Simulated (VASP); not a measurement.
A run of VASP 6.6.1:

File POSCAR:

```
BP
1.0
    0.0000000000      2.2690000000      2.2690000000
    2.2690000000      0.0000000000      2.2690000000
    2.2690000000      2.2690000000      0.0000000000
P B
1 1
Direct
    0.7500000000      0.7500000000      0.7500000000
    0.0000000000      0.0000000000      0.0000000000
```

INCAR.step1

```
SYSTEM = BP
  ALGO = Normal
  EDIFF = 1E-5
  ENCUT = 520
  GGA = PE
  ISIF = 2
  ISMEAR = -1
  LASPH = .TRUE.
  LREAL = .FALSE.
  LWAVE = .TRUE.
  NBANDS = 11
  NELM = 80
  PREC = Accurate
  SIGMA = 0.05
```

The input INCAR.step2:

```
SYSTEM = BP
  AEXX = 0.35
  ALGO = Normal
  EDIFF = 1E-6
  ENCUT = 520
  GGA = PE
  HFSCREEN = 0.2078699
  ISIF = 2
  ISMEAR = -1
  ISTART = 1
  LASPH = .TRUE.
  LCHARG = .TRUE.
  LELF = .TRUE.
  LHFCALC = .TRUE.
  LREAL = .FALSE.
  LVHAR = .TRUE.
  LWAVE = .FALSE.
  NBANDS = 11
  NELM = 80
  PREC = Accurate
  PRECFOCK = Normal
  SIGMA = 0.05
```

Contents of KPOINTS:

```
k-points
0
G
  6 6 6
  0 0 0
```

Potentials or basis: VASP PAW PBE potentials, release 64 (P, B).

Launch:

```bash
$ cat potpaw_PBE.64/P/POTCAR potpaw_PBE.64/B/POTCAR > POTCAR
$ cp INCAR.step1 INCAR
$ mpirun -np 1 vasp_std > vasp.out
$ cp INCAR.step2 INCAR
$ mpirun -np 1 vasp_std > vasp.out
```

Hardware: 1 thread of Intel(R) Xeon(R) Platinum 8259CL CPU @ 2.50GHz (Skylake/Cascade Lake) (shared host).

Question: How long does it take, and how much memory?

Answer: Run time: 6.9 min on 1 thread of Intel(R) Xeon(R) Platinum 8259CL CPU @ 2.50GHz (Skylake/Cascade Lake), on a shared host, peak memory 0.24 GiB. Counts: k points 16.
